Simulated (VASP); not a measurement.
# KI (I4/mmm) in VASP: a series of runs, part 4 of 4

VASP 6.6.1.

### 6 Electric field gradients, PBEsol (equal xx and yy strain of +2 %)

File INCAR:

```
PREC = Accurate
ENCUT = 400
EDIFF = 1E-8
ISMEAR = -1
SIGMA = 0.01
LREAL = False
LASPH = True
NELM = 120
ALGO = Normal
ISIF = 2
LWAVE = False
LCHARG = False
GGA = PS
LEFG = True
NBANDS = 15
GGA_COMPAT = False
```

File KPOINTS:

```
regular mesh
0
Gamma
  8 8 8
```

File POSCAR:

```
KI
1.0
    0.0000000000      3.5950410000      3.5245500000
    3.5950410000      0.0000000000      3.5245500000
    3.5950410000      3.5950410000      0.0000000000
K I
1 1
Direct
    0.0000000000      0.0000000000      0.0000000000
    0.5000000000      0.5000000000      0.5000000000
```

Potentials or basis: VASP PAW PBE potentials, release 64 (K_sv, I).

Run with:

```bash
$ cat potpaw_PBE.64/K_sv/POTCAR potpaw_PBE.64/I/POTCAR > POTCAR
$ mpirun -np 1 vasp_std > vasp.out
```

OUTCAR:

```text
PREC = Accurate
   ENCUT = 400
   EDIFF = 1E-8
   ISMEAR = -1
   LREAL = False
   LASPH = True
   NELM = 120
   ISIF = 2
   GGA = PS

 ion  position               nearest neighbor table
   1  0.000  0.000  0.000-   2 3.52   2 3.52   2 3.60   2 3.60   2 3.60   2 3.60
   2  0.500  0.500  0.500-   1 3.52   1 3.52   1 3.60   1 3.60   1 3.60   1 3.60

  LATTYP: Found a body centered tetragonal cell.
 ALAT       =     5.0841557395
 C/A-ratio  =     1.3864838847

  Lattice vectors:

 A1 = (   0.0000000000,  -3.5950410000,  -3.5245500000)
 A2 = (   0.0000000000,   3.5950410000,  -3.5245500000)
 A3 = (   3.5950410000,   0.0000000000,   3.5245500000)

Analysis of symmetry for initial positions (statically):
=====================================================================
 Subroutine PRICEL returns:
 Original cell was already a primitive cell.

 Routine SETGRP: Setting up the symmetry group for a
 body centered tetragonal supercell.

 Subroutine GETGRP returns: Found 16 space group operations
 (whereof 16 operations were pure point group operations)
 out of a pool of 16 trial point group operations.

The static configuration has the point symmetry D_4h.

Analysis of symmetry for dynamics (positions and initial velocities):
=====================================================================
 Subroutine PRICEL returns:
 Original cell was already a primitive cell.

 Routine SETGRP: Setting up the symmetry group for a
 body centered tetragonal supercell.

 Subroutine GETGRP returns: Found 16 space group operations
 (whereof 16 operations were pure point group operations)
 out of a pool of 16 trial point group operations.

[... 578 lines left out ...]
      8      -0.9256      2.00000
      9       4.6653      0.00000
     10       5.7082      0.00000
     11       6.8295      0.00000
     12       7.0108      0.00000
     13       7.5181      0.00000
     14       7.6465      0.00000
     15       9.0243      0.00000

 [... further k-points ...]

------------------------ aborting loop because EDIFF is reached ----------------------------------------

  FORCE on cell =-STRESS in cart. coord.  units (eV):
  Direction    XX          YY          ZZ          XY          YZ          ZX
  --------------------------------------------------------------------------------------
  -------------------------------------------------------------------------------------
  Total       -0.3973358     -0.3973358     -0.1723473      0.0000000     -0.0000000     -0.0000000
  in kB       -6.9875818     -6.9875818     -3.0309148      0.0000000     -0.0000000     -0.0000000
  external PRESSURE =      -5.6686928 kB  Pullay stress =       0.0000000 kB

 VOLUME and BASIS-vectors are now :
 -----------------------------------------------------------------------------
  energy-cutoff  :      400.00
  volume of cell :       91.10
      direct lattice vectors                 reciprocal lattice vectors
     0.000000000  3.595041000  3.524550000    -0.139080472  0.139080472  0.141862082
     3.595041000  0.000000000  3.524550000     0.139080472 -0.139080472  0.141862082
     3.595041000  3.595041000  0.000000000     0.139080472  0.139080472 -0.141862082

 POSITION                                       TOTAL-FORCE (eV/Angst)
 -----------------------------------------------------------------------------------
      0.00000      0.00000      0.00000         0.000000     -0.000000     -0.000000
      3.59504      3.59504      3.52455        -0.000000      0.000000      0.000000
 -----------------------------------------------------------------------------------
    total drift:                                0.000000      0.000000      0.000000

  FREE ENERGIE OF THE ION-ELECTRON SYSTEM (eV)
  ---------------------------------------------------
  free  energy   TOTEN  =        -5.8058167884 eV

  energy  without entropy=       -5.8058167884  energy(sigma->0) =       -5.80581679

 Electric field gradients (V/A^2)
---------------------------------------------------------------------
 ion       V_xx      V_yy      V_zz      V_xy      V_xz      V_yz
---------------------------------------------------------------------
   1       1.285     1.285    -2.569    -0.000    -0.001    -0.001
   2       1.710     1.710    -3.419    -0.000    -0.000    -0.000
---------------------------------------------------------------------

 Electric field gradients after diagonalization (V/A^2)
 (convention: |V_zz| > |V_xx| > |V_yy|)
----------------------------------------------------------------------
 ion       V_xx      V_yy      V_zz     asymmetry (V_yy - V_xx)/ V_zz
----------------------------------------------------------------------
   1       1.285     1.284    -2.569       0.000
   2       1.710     1.709    -3.419       0.000
----------------------------------------------------------------------

           NMR quadrupolar parameters

 Cq : quadrupolar parameter    Cq=e*Q*V_zz/h
 eta: asymmetry parameters     (V_yy - V_xx)/ V_zz
 Q  : nuclear electric quadrupole moment in mb (millibarn)
----------------------------------------------------------------------
 ion       Cq(MHz)       eta       Q (mb)
----------------------------------------------------------------------
   1      -0.006       0.000       1.000
   2      -0.008       0.000       1.000
----------------------------------------------------------------------
```

OSZICAR:

```text
N       E                     dE             d eps       ncg     rms          rms(c)
DAV:   1     0.759040721166E+02    0.75904E+02   -0.55453E+03  1770   0.734E+02
DAV:   2    -0.109033228794E+01   -0.76994E+02   -0.72171E+02  2296   0.189E+02
DAV:   3    -0.567535744085E+01   -0.45850E+01   -0.45654E+01  2536   0.408E+01
DAV:   4    -0.589532017595E+01   -0.21996E+00   -0.21992E+00  2780   0.801E+00
DAV:   5    -0.589696074886E+01   -0.16406E-02   -0.16405E-02  2494   0.764E-01    0.277E+00
DAV:   6    -0.580889930839E+01    0.88061E-01   -0.92198E-02  2351   0.196E+00    0.199E+00
DAV:   7    -0.580087787436E+01    0.80214E-02   -0.10634E-01  2414   0.169E+00    0.840E-01
DAV:   8    -0.580565668708E+01   -0.47788E-02   -0.13036E-02  1966   0.798E-01    0.222E-01
DAV:   9    -0.580554463902E+01    0.11205E-03   -0.86540E-04  2533   0.167E-01    0.832E-02
DAV:  10    -0.580581001165E+01   -0.26537E-03   -0.34115E-04  2001   0.115E-01    0.346E-02
DAV:  11    -0.580581255754E+01   -0.25459E-05   -0.19689E-05  2485   0.210E-02    0.152E-02
DAV:  12    -0.580581376778E+01   -0.12102E-05   -0.81939E-07  2254   0.643E-03    0.755E-03
DAV:  13    -0.580581666873E+01   -0.29010E-05   -0.34166E-06  2022   0.973E-03    0.158E-03
DAV:  14    -0.580581679172E+01   -0.12299E-06   -0.82756E-08  2475   0.170E-03    0.878E-04
DAV:  15    -0.580581678165E+01    0.10067E-07   -0.44424E-08  2134   0.109E-03    0.836E-04
DAV:  16    -0.580581678844E+01   -0.67882E-08   -0.18769E-09  1893   0.236E-04
   1 F= -.58058168E+01 E0= -.58058168E+01  d E =-.114112E-10
```

stdout:

```text
POSCAR found type information on POSCAR K I
 POSCAR found :  2 types and       2 ions
 scaLAPACK will be used
 -----------------------------------------------------------------------------
|                                                                             |
|                                                                             |
|     You enforced a specific xc type in the INCAR file but a different       |
|     I HOPE YOU KNOW WHAT YOU ARE DOING!                                     |
|                                                                             |
 -----------------------------------------------------------------------------

 LDA part: xc-table for (Slater+PW92), standard interpolation
 POSCAR, INCAR and KPOINTS ok, starting setup
 FFT: planning ... GRIDC
 FFT: planning ... GRID_SOFT
 FFT: planning ... GRID
 WAVECAR not read
 entering main loop
ion   1

ion   2
```

Wall time 59 s (1 thread of Intel Xeon 8259CL, shared host); peak memory 0.24 GiB.

What came out:

```yaml
Free_energy: -5.8058 eV
Pressure: -0.6 GPa
Band_gap_on_the_k_mesh: 3.75 eV
Largest_electric_field_gradient_by_atom: K -2.6; I -3.4 V/Å²
```

Electric field gradients, principal values (V/Å²):
```tsv
atom	least	middle	greatest (by size)
1 K	1.284	1.285	-2.569
2 I	1.709	1.710	-3.419
```

Caveat: the cell differs from its parent crystal (equal xx and yy strain of +2 %); without QUAD_EFG the Cq values of the log hold for a quadrupole moment of 1 mb, not for the nuclei; the PAW data sets were made with another functional, which shifts forces and pressure a little; spin-orbit coupling is left out, which moves the levels of the heavy elements.

### 7 Overview

| cell | gap on the mesh (eV) | pressure (GPa) |
| --- | --- | --- |
| a = 4.935, b = 4.935, c = 4.885 Å, angles 60.3, 60.3, 59.3°, 2 atoms | 3.91 | 0.3 |
| a = 4.960, b = 4.960, c = 4.935 Å, angles 60.2, 60.2, 59.7°, 2 atoms | 3.87 | 0.1 |
| a = 5.009, b = 5.009, c = 5.034 Å, angles 59.8, 59.8, 60.3°, 2 atoms | 3.79 | -0.4 |
| a = 5.035, b = 5.035, c = 5.084 Å, angles 59.7, 59.7, 60.7°, 2 atoms | 3.75 | -0.6 |

Alike in all rows: task electric field gradients; level PBEsol; potentials or basis VASP PAW PBE potentials, release 64 (K_sv, I); no spin polarisation; k mesh 8 × 8 × 8; cutoff (eV) 400; smearing fermi-dirac 0.01 eV.

Caveats: the PAW data sets were made with another functional, which shifts forces and pressure a little; spin-orbit coupling is left out, which moves the levels of the heavy elements.

Absolute energies hang on the potentials; compare differences alone.
